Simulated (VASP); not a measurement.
# Rb2AlH4 (P1) in VASP: single point with PBE

Aim: the single point of Rb2AlH4 with PBE.

All numbers are computed with VASP 6.6.1; they aren't measurements. Logs are shortened: lines on timing, memory, paths and dates and some standing lists are left out, and cuts for length are marked.

### Step 1. The cell of the first run

The typed cell holds 7 atoms: a = 4.678 Å, b = 4.704 Å, c = 9.459 Å, α = 102.40°, β = 102.28°, γ = 98.06°.

### Step 2. Single point, PBE

Input file INCAR:

```
  PREC = Accurate
  ENCUT = 520
  EDIFF = 1E-6
  ISMEAR = 0
  SIGMA = 0.2
  LREAL = F
  LASPH = T
  NELM = 60
  ALGO = Normal
  ISIF = 2
  LWAVE = F
  LCHARG = F
  GGA = PE
  NBANDS = 22
```

Input file KPOINTS:

```
Automatic mesh
0
Gamma
  6 6 6
```

Input file POSCAR:

```
Rb2AlH4
1.0
   -0.3286688804     -4.6660642896     -0.0026840165
    4.6924455034      0.3303607694     -0.0008036313
   -2.1871011105      2.1658443150      8.9442201170
Rb Al H
2 1 4
Direct
    0.3061694075      0.4363402399      0.7394702215
    0.5666323567      0.6978285436      0.2605102647
   -0.0659455190      0.0655957716     -0.0000224014
    0.0210502496      0.4168540436      0.0000206787
    0.1254212970      0.0226463580      0.1571835970
    0.5788275890     -0.0040091014      0.0000418703
    0.9678446193      0.8647441448      0.8427957692
```

Potentials or basis: VASP PAW PBE potentials, release 64 (Rb_sv, Al, H).

Command:

```
$ cat potpaw_PBE.64/Rb_sv/POTCAR potpaw_PBE.64/Al/POTCAR potpaw_PBE.64/H/POTCAR > POTCAR
$ mpirun -np 1 vasp_std > vasp.out
```

OUTCAR:

```text
PREC = Accurate
   ENCUT = 520
   EDIFF = 1E-6
   ISMEAR = 0
   LREAL = F
   LASPH = T
   NELM = 60
   ISIF = 2
   GGA = PE

 ion  position               nearest neighbor table
   1  0.306  0.436  0.739-   7 2.87   4 3.05   6 3.09   7 3.27   3 3.85   3 3.87   3 4.24   3 4.24
                             2 4.66   2 5.27   2 5.28   2 5.55   2 5.56
   2  0.567  0.698  0.261-   5 2.87   4 3.05   6 3.09   5 3.28   3 3.85   3 3.87   3 4.24   3 4.24
                             1 4.66   1 5.27   1 5.28   1 5.55   1 5.56
   3  0.934  0.066  1.000-   7 1.63   5 1.63   4 1.65   6 1.65   1 3.85   2 3.85   2 3.87   1 3.87
                             1 4.24   2 4.24   2 4.24   1 4.24
   4  0.021  0.417  0.000-   3 1.65   2 3.05   1 3.05
   5  0.125  0.023  0.157-   3 1.63   2 2.87   2 3.28
   6  0.579  0.996  0.000-   3 1.65   2 3.09   1 3.09
   7  0.968  0.865  0.843-   3 1.63   1 2.87   1 3.27

  LATTYP: Found a triclinic cell.
 ALAT       =    14.6505523663
 B/A-ratio  =     0.3192798491
 C/A-ratio  =     1.2207700862
 COS(alpha) =     0.0003089107
 COS(beta)  =     0.6107549262
 COS(gamma) =     0.7758888928

  Lattice vectors:

 A1 = (   1.5297633497, -11.4979728942,  -8.9495881500)
 A2 = (  -0.3286688804,  -4.6660642896,  -0.0026840165)
 A3 = (   0.0104255980,   0.0040148902, -17.8849525862)

Analysis of symmetry for initial positions (statically):
=====================================================================
 Subroutine PRICEL returns:
 Original cell was already a primitive cell.

 Routine SETGRP: Setting up the symmetry group for a
 triclinic supercell.

 Subroutine GETGRP returns: Found  1 space group operations
 (whereof  1 operations were pure point group operations)
 out of a pool of  2 trial point group operations.

The static configuration has the point symmetry C_1 .

Analysis of symmetry for dynamics (positions and initial velocities):
=====================================================================
 Subroutine PRICEL returns:
 Original cell was already a primitive cell.

 Routine SETGRP: Setting up the symmetry group for a
 triclinic supercell.

 Subroutine GETGRP returns: Found  1 space group operations
 (whereof  1 operations were pure point group operations)
 out of a pool of  2 trial point group operations.

The dynamic configuration has the point symmetry C_1 .

 Subroutine INISYM returns: Found  1 space group operations
 (whereof  1 operations are pure point group operations),
 and found     1 'primitive' translations

----------------------------------------------------------------------------------------

                                     Primitive cell

  volume of cell :     194.8268

  direct lattice vectors                    reciprocal lattice vectors
    -0.328668880 -4.666064290 -0.002684017     0.015175324 -0.215414439  0.055873413
     4.692445503  0.330360769 -0.000803631     0.214182499 -0.015118849  0.056034383
    -2.187101111  2.165844315  8.944220117     0.000023798 -0.000066001  0.111825848

  length of vectors
     4.677626149  4.704060340  9.459036228     0.223059430  0.221906680  0.111825870

  position of ions in fractional coordinates (direct lattice)
     0.306169408  0.436340240  0.739470221
     0.566632357  0.697828544  0.260510265
     0.934054481  0.065595772  0.999977599
     0.021050250  0.416854044  0.000020679
     0.125421297  0.022646358  0.157183597
     0.578827589  0.995990899  0.000041870
     0.967844619  0.864744145  0.842795769

  ion indices of the primitive-cell ions
   primitive index   ion index
                 1           1
                 2           2
                 3           3
                 4           4
                 5           5
                 6           6
                 7           7

----------------------------------------------------------------------------------------

 KPOINTS: Automatic mesh

Automatic generation of k-mesh.
 Grid dimensions read from file:
 generate k-points for:    6    6    6

 Generating k-lattice:

  Cartesian coordinates                     Fractional coordinates (reciprocal lattice)
     0.002529221 -0.035902407  0.009312236     0.166666667 -0.000000000  0.000000000
     0.035697083 -0.002519808  0.009339064    -0.000000000  0.166666667 -0.000000000
     0.000003966 -0.000011000  0.018637641    -0.000000000 -0.000000000  0.166666667

  Length of vectors
     0.037176572  0.036984447  0.018637645

  Shift w.r.t. Gamma in fractional coordinates (k-lattice)
     0.000000000  0.000000000  0.000000000

 Subroutine IBZKPT returns following result:
 ===========================================

 Found    112 irreducible k-points:

 Following reciprocal coordinates:
            Coordinates               Weight
  0.000000  0.000000  0.000000      1.000000
  0.166667  0.000000  0.000000      2.000000
  0.333333  0.000000  0.000000      2.000000
  0.500000  0.000000 -0.000000      1.000000
  0.000000  0.166667 -0.000000      2.000000
  0.166667  0.166667  0.000000      2.000000
[... 16 lines left out ...]
  0.333333  0.000000  0.166667      2.000000
  0.500000  0.000000  0.166667      2.000000
 [... further k-points ...]
   k-points           NKPTS =    112   k-points in BZ     NKDIM =    112   number of bands    NBANDS=     22
   number of dos      NEDOS =    301   number of ions     NIONS =      7
   total plane-waves  NPLWV =  90720
   dimension x,y,z NGX =    36 NGY =   36 NGZ =   70
   dimension x,y,z NGXF=    72 NGYF=   72 NGZF=  140
   ions per type =               2   1   4
   NGX,Y,Z   is equivalent  to a cutoff of  12.79, 12.72, 12.30 a.u.
   NGXF,Y,Z  is equivalent  to a cutoff of  25.59, 25.45, 24.61 a.u.
 SYSTEM =  unknown system
   PREC   = accura    normal or accurate (medium, high low for compatibility)
   ISTART =      0    job   : 0-new  1-cont  2-samecut
   ICHARG =      2    charge: 1-file 2-atom 10-const
   ISPIN  =      1    spin polarized calculation?
   LNONCOLLINEAR =      F non collinear calculations
   LSORBIT =      F    spin-orbit coupling
   LASPH  =      T    aspherical Exc in radial PAW
   ENCUT  =  520.0 eV  38.22 Ry    6.18 a.u.   8.70  8.75 17.59*2*pi/ulx,y,z
   NELM   =     60;   NELMIN=  2; NELMDL= -5     # of ELM steps
   EDIFF  = 0.1E-05   stopping-criterion for ELM
   LREAL  =      F    real-space projection
   EDIFFG = 0.1E-04   stopping-criterion for IOM
   NSW    =      0    number of steps for IOM
   IBRION =     -1    ionic relax: 0-MD 1-quasi-New 2-CG
   NFREE  =      0    steps in history (QN), initial steepest desc. (CG)
   ISIF   =      2    stress and relaxation
   ISYM   =      2    0-nonsym 1-usesym 2-fastsym
   POTIM  = 0.5000    time-step for ionic-motion
   TEBEG  =    0.0;   TEEND  =   0.0 temperature during run
   PSTRESS=    0.0 pullay stress
   NELECT =      25.0000    total number of electrons
   NUPDOWN=      -1.0000    fix difference up-down
   EMIN   =  10.00;   EMAX   =-10.00  energy-range for DOS
   EFERMI =   0.00;   METHOD = LEGACY
   ISMEAR =     0;   SIGMA  =   0.20  broadening in eV -4-tet -1-fermi 0-gaus
   EFERMI_NEDOS =   21; number of points for ismear=-14 and -15
   IALGO  =     38    algorithm
   IMIX   =      4    mixing-type and parameters
     AMIX     =   0.40;   BMIX     =  1.00
     AMIX_MAG =   1.60;   BMIX_MAG =  1.00
  volume/ion in A,a.u.               =      27.83       187.82
  Fermi-wavevector in a.u.,A,eV,Ry     =   0.825731  1.560405  9.276883  0.681832
  Thomas-Fermi vector in A             =   1.937640
   LORBIT       =      0    0 simple, 1 ext, 2 COOP (PROOUT), +10 PAW based schemes
   GGA     = PE    functional components
   LHFCALC =     F    Hartree Fock is set to
   AEXX    =    0.0000 exact exchange contribution
   IVDW    =     0    specifies the selected vdW correction
   LEPSILON=     F    determine dielectric tensor
   LRPA    =     F    only Hartree local field effects (RPA)
 non-spin polarized calculation
 Gauss-broadening in eV      SIGMA  =   0.20
  energy-cutoff  :      520.00
  volume of cell :      194.83
 maximum number of plane-waves:      5294
   NGX = 17   NGY = 17   NGZ = 35

 number of electron      25.0000001 magnetization

 Free energy of the ion-electron system (eV)
  ---------------------------------------------------
  ext. energy  EPLUGINS =         0.00000000
  ---------------------------------------------------
  free energy    TOTEN  =       -20.07950922 eV

  energy without entropy =      -20.05373997  energy(sigma->0) =      -20.06662459

 E-fermi :   1.0271     XC(G=0):  -6.3395

 val. band max:        1.0262751656   @ k =   0.3333   0.1667   0.0000
 cond. band min:       1.1254474927   @ k =   0.1667   0.3333   0.3333
 fundamental gap:      0.0991723271
 Fermi energy:         1.0271099175

 k-point     1 :       0.0000    0.0000    0.0000
  band No.  band energies     occupation
      1     -27.8877      2.00000
      2     -27.8845      2.00000
      3     -12.0426      2.00000
      4     -11.9535      2.00000
      5     -11.9462      2.00000
      6     -11.9429      2.00000
[... 14 lines left out ...]
     21       5.2936      0.00000
     22       5.5662      0.00000

 k-point     2 :       0.1667    0.0000    0.0000
  band No.  band energies     occupation
      1     -27.8866      2.00000
      2     -27.8837      2.00000
      3     -12.0337      2.00000
      4     -11.9764      2.00000
      5     -11.9721      2.00000
      6     -11.9467      2.00000
[... 14 lines left out ...]
     21       5.2257      0.00000
     22       5.4615      0.00000

 k-point     3 :       0.3333    0.0000    0.0000
  band No.  band energies     occupation
      1     -27.8844      2.00000
      2     -27.8820      2.00000
      3     -12.0473      2.00000
      4     -12.0290      2.00000
      5     -12.0053      2.00000
      6     -11.9446      2.00000
[... 14 lines left out ...]
     21       5.3795      0.00000
     22       5.4871      0.00000

 k-point     4 :       0.5000    0.0000   -0.0000
  band No.  band energies     occupation
      1     -27.8833      2.00000
      2     -27.8811      2.00000
      3     -12.0775      2.00000
      4     -12.0559      2.00000
      5     -11.9969      2.00000
      6     -11.9435      2.00000
[... 14 lines left out ...]
     21       5.2213      0.00000
     22       5.7835      0.00000

 k-point     5 :       0.0000    0.1667   -0.0000
  band No.  band energies     occupation
      1     -27.8867      2.00000
      2     -27.8837      2.00000
      3     -12.0338      2.00000
      4     -11.9773      2.00000
      5     -11.9733      2.00000
      6     -11.9464      2.00000
[... 14 lines left out ...]
     21       5.2530      0.00000
     22       5.4956      0.00000

 k-point     6 :       0.1667    0.1667    0.0000
  band No.  band energies     occupation
      1     -27.8855      2.00000
      2     -27.8829      2.00000
      3     -12.0228      2.00000
      4     -11.9849      2.00000
      5     -11.9753      2.00000
      6     -11.9679      2.00000
[... 14 lines left out ...]
     21       5.0438      0.00000
     22       5.3118      0.00000

 k-point     7 :       0.3333    0.1667    0.0000
  band No.  band energies     occupation
      1     -27.8834      2.00000
      2     -27.8812      2.00000
      3     -12.0441      2.00000
      4     -12.0258      2.00000
      5     -11.9996      2.00000
      6     -11.9670      2.00000
[... 324 lines left out ...]
      6     -12.0181      2.00000
[... 14 lines left out ...]
     21       5.5825      0.00000
     22       5.7047      0.00000

 k-point    21 :       0.0000    0.0000    0.1667
  band No.  band energies     occupation
      1     -27.8875      2.00000
      2     -27.8847      2.00000
      3     -12.0373      2.00000
      4     -11.9557      2.00000
      5     -11.9490      2.00000
      6     -11.9406      2.00000
[... 14 lines left out ...]
     21       5.3435      0.00000
     22       5.3774      0.00000

 k-point    22 :       0.1667    0.0000    0.1667
  band No.  band energies     occupation
      1     -27.8863      2.00000
      2     -27.8839      2.00000
      3     -12.0265      2.00000
      4     -11.9790      2.00000
      5     -11.9697      2.00000
      6     -11.9484      2.00000
[... 14 lines left out ...]
     21       5.1956      0.00000
     22       5.5548      0.00000

 k-point    23 :       0.3333    0.0000    0.1667
  band No.  band energies     occupation
      1     -27.8842      2.00000
      2     -27.8822      2.00000
      3     -12.0506      2.00000
      4     -12.0275      2.00000
      5     -11.9970      2.00000
      6     -11.9470      2.00000
[... 14 lines left out ...]
     21       5.3535      0.00000
     22       5.6528      0.00000

 k-point    24 :       0.5000    0.0000    0.1667
  band No.  band energies     occupation
      1     -27.8834      2.00000
      2     -27.8811      2.00000
      3     -12.0778      2.00000
      4     -12.0554      2.00000
      5     -11.9972      2.00000
      6     -11.9434      2.00000
[... 14 lines left out ...]
     21       5.3449      0.00000
     22       5.8868      0.00000

 [... further k-points ...]

------------------------ aborting loop because EDIFF is reached ----------------------------------------

  FORCE on cell =-STRESS in cart. coord.  units (eV):
  Direction    XX          YY          ZZ          XY          YZ          ZX
  --------------------------------------------------------------------------------------
  -------------------------------------------------------------------------------------
  Total       -0.0264059      0.0037007     -0.0447558      0.0082044     -0.0015097     -0.0010566
  in kB       -0.2171514      0.0304335     -0.3680539      0.0674701     -0.0124151     -0.0086889
  external PRESSURE =      -0.1849239 kB  Pullay stress =       0.0000000 kB

 VOLUME and BASIS-vectors are now :
 -----------------------------------------------------------------------------
  energy-cutoff  :      520.00
  volume of cell :      194.83
      direct lattice vectors                 reciprocal lattice vectors
    -0.328668880 -4.666064290 -0.002684017     0.015175324 -0.215414439  0.055873413
     4.692445503  0.330360769 -0.000803631     0.214182499 -0.015118849  0.056034383
    -2.187101111  2.165844315  8.944220117     0.000023798 -0.000066001  0.111825848

 POSITION                                       TOTAL-FORCE (eV/Angst)
 -----------------------------------------------------------------------------------
      0.32958      0.31712      6.61281        -0.000363     -0.001024     -0.004104
      2.51853     -1.84918      2.32798        -0.001315     -0.001554      0.004371
     -2.18624     -2.17089      8.94146         0.010496      0.002384      0.001819
      1.94910      0.03954     -0.00021        -0.001681     -0.010743     -0.001365
     -0.27873     -0.23731      1.40553        -0.000939      0.001623     -0.006944
      4.48330     -2.37172     -0.00198        -0.006131      0.008139     -0.000663
      1.89638     -2.40498      7.53486        -0.000067      0.001175      0.006886
 -----------------------------------------------------------------------------------
    total drift:                                0.000155     -0.000017      0.000020

  FREE ENERGIE OF THE ION-ELECTRON SYSTEM (eV)
  ---------------------------------------------------
  free  energy   TOTEN  =       -20.0795092213 eV

  energy  without entropy=      -20.0537399674  energy(sigma->0) =      -20.06662459
```

Wall time 2.6 min (1 thread of Intel Xeon 6975P-C (Granite Rapids), shared host); peak memory 0.58 GiB.

What came out:

```
Free energy            : -20.0795 eV
Pressure               : 0.0 GPa
Largest force          : 0.011 eV/Å
Band gap on the k mesh : zero (an odd number of electrons rules out a gap without spin polarisation)
```

Forces on the atoms (eV/Å):
```
Rb   0.000 -0.001 -0.004
Rb  -0.001 -0.002  0.004
Al   0.010  0.002  0.002
H   -0.002 -0.011 -0.001
H   -0.001  0.002 -0.007
H   -0.006  0.008 -0.001
H    0.000  0.001  0.007
```
